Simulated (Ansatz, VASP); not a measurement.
# One calculation of V, two programs

```xyz
2
Lattice="1.4629 -1.4629 1.4629 -1.4629 1.4629 1.4629 -2.9258 -2.9258 0.0000" Properties=species:S:1:pos:R:3 pbc="T T T"
V     0.0000    0.0000    0.0000
V    -1.4629   -1.4629    1.4629
```

Alike in both runs: task single point; functional LDA; k mesh 14 × 14 × 8; occupations gaussian, width 0.05 eV; collinear spin.

|  | VASP | Ansatz |
| --- | --- | --- |
| version | VASP 6.6.1 | Ansatz 0.2.0 |
| potentials or method | VASP PAW LDA potentials, release 64 (V_sv), cutoff 500 eV | scalar-relativistic, plane waves, PAW |
| valence electrons in the cell | 26 | 26 |

```csv
,VASP,Ansatz,Ansatz less VASP
gap on the k mesh at the Fermi level (eV),none,none,-
pressure (GPa),0.6,0.2,-0.41
"traceless stress, the component that is largest in VASP (GPa)",-0.06,-0.05,+0.003
net moment per atom (μB),0.00,0.00,-0.001
```

LDA's correlation is that of Perdew and Zunger in VASP and of Perdew and Wang (1992) in Ansatz. A gap of «none» marks a metal or a gap that the smearing closes. Ansatz's warnings: seeded moment not kept.
